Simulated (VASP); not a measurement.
Crystal: Sb.

```xyz
1
Lattice="3.1831 -0.0092 -0.0793 -0.0092 3.1372 -0.0565 -0.0793 -0.0565 3.1629" Properties=species:S:1:pos:R:3 pbc="T T T"
Sb    0.0128    0.0108   -0.0692
```

This cell differs from its parent crystal: the cell strained at random.

Base run:

| Quantity | Value |
| --- | --- |
| Program | VASP 6.6.1 |
| Functional | PBE |
| Potentials or basis | VASP PAW PBE potentials, release 64 (Sb) |
| Cutoff | 520 eV |
| k mesh | 8 × 8 × 8 |
| Occupations | fermi-dirac, width 0.05 eV |
| Spin | no spin polarisation |

Its results: pressure -2.4 GPa.

**Question.** The run is repeated on the same cell with these changes: functional from PBE to PBEsol; further incar settings from ALGO = Normal; EDIFF = 1e-07; NBANDS = 8 to ALGO = Normal; EDIFF = 1e-06; NBANDS = 8. What comes out?

**Answer.** Pressure -4.7 GPa.

Caveats: the PAW data sets were made with another functional, which shifts forces and pressure a little (some runs).
